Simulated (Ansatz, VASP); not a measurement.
## Si3N4: VASP beside Ansatz

File INCAR:

```
SYSTEM = Si3N4
ALGO     = Normal         ! electronic algorithm
EDIFF    = 1E-7           ! SCF threshold, eV
EDIFFG   = -0.005         ! ionic threshold
ENCUT    = 600            ! plane-wave cutoff, eV
GGA      = PE             ! functional
IBRION   = 2              ! ionic algorithm
ISIF     = 3              ! what is computed and relaxed
ISMEAR   = 0              ! smearing method
LASPH    = .TRUE.         ! aspherical terms in the spheres
LCHARG   = .FALSE.        ! write CHGCAR
LREAL    = .FALSE.        ! projectors in reciprocal space
LWAVE    = .FALSE.        ! write WAVECAR
NELM     = 80             ! most SCF steps
NSW      = 100            ! ionic steps
PREC     = Accurate       ! precision mode
SIGMA    = 0.02           ! smearing width, eV
```

KPOINTS

```
k-points
0
G
  6 6 6
  0 0 0
```

Contents of POSCAR:

```
Si3N4
1.0
    0.0000000000      3.8937180000      3.8937180000
    3.8937180000      0.0000000000      3.8937180000
    3.8937180000      3.8937180000      0.0000000000
Si N
6 8
Direct
    0.1250000000      0.1250000000      0.6250000000
    0.1250000000      0.6250000000      0.1250000000
    0.6250000000      0.1250000000      0.1250000000
    0.1250000000      0.1250000000      0.1250000000
    0.7500000000      0.7500000000      0.7500000000
    0.5000000000      0.5000000000      0.5000000000
    0.3675630000      0.3675630000      0.3675630000
    0.3526890000      0.8824370000      0.8824370000
    0.8824370000      0.8824370000      0.3526890000
    0.8824370000      0.3526890000      0.8824370000
    0.3675630000      0.3675630000      0.8973110000
    0.3675630000      0.8973110000      0.3675630000
    0.8824370000      0.8824370000      0.8824370000
    0.8973110000      0.3675630000      0.3675630000
```

Input for Ansatz:

```yaml
crystal:
  lattice:
    - [0.0, 3.893718, 3.893718]
    - [3.893718, 0.0, 3.893718]
    - [3.893718, 3.893718, 0.0]
  atoms:
    - { symbol: Si, position: [0.125, 0.125, 0.625] }
    - { symbol: Si, position: [0.125, 0.625, 0.125] }
    - { symbol: Si, position: [0.625, 0.125, 0.125] }
    - { symbol: Si, position: [0.125, 0.125, 0.125] }
    - { symbol: Si, position: [0.75, 0.75, 0.75] }
    - { symbol: Si, position: [0.5, 0.5, 0.5] }
    - { symbol: "N", position: [0.367563, 0.367563, 0.367563] }
    - { symbol: "N", position: [0.352689, 0.882437, 0.882437] }
    - { symbol: "N", position: [0.882437, 0.882437, 0.352689] }
    - { symbol: "N", position: [0.882437, 0.352689, 0.882437] }
    - { symbol: "N", position: [0.367563, 0.367563, 0.897311] }
    - { symbol: "N", position: [0.367563, 0.897311, 0.367563] }
    - { symbol: "N", position: [0.882437, 0.882437, 0.882437] }
    - { symbol: "N", position: [0.897311, 0.367563, 0.367563] }
basis:
  ecutwfc: 420
kpoints:
  mp_grid: { grid: [6, 6, 6] }
hamiltonian:
  xc: pbe
scf:
  occupations: { method: gaussian, width: 0.02 }
output:
  forces: true
  stress: true
  eigenvalues: true
relax:
  adjacent_minimum: "off"
  f_tol: 0.005
  max_steps: 80
  cell: { stress_tol: 0.05 }
```

Alike in both runs: task relaxation of cell and atoms; functional PBE; k mesh 6 × 6 × 6; occupations gaussian, width 0.02 eV; no spin polarisation.

|  | VASP | Ansatz |
| --- | --- | --- |
| version | VASP 6.6.1 | Ansatz 0.2.0 |
| potentials or method | VASP PAW PBE potentials, release 64 (Si, N), cutoff 600 eV | scalar-relativistic, plane waves, PAW |
| valence electrons in the cell | 64 | 64 |

|  | VASP | Ansatz | Ansatz less VASP |
| --- | --- | --- | --- |
| gap on the k mesh at the Fermi level, each at its own relaxed structure (eV) | 3.34 | 3.34 | +0.007 |
| relaxed volume (Å³/atom) | 8.43 | 8.44 | +0.009 |
| relaxed length of the cell vector where the two differ most in proportion (Å) | 5.506 | 5.508 | +0.0020 |
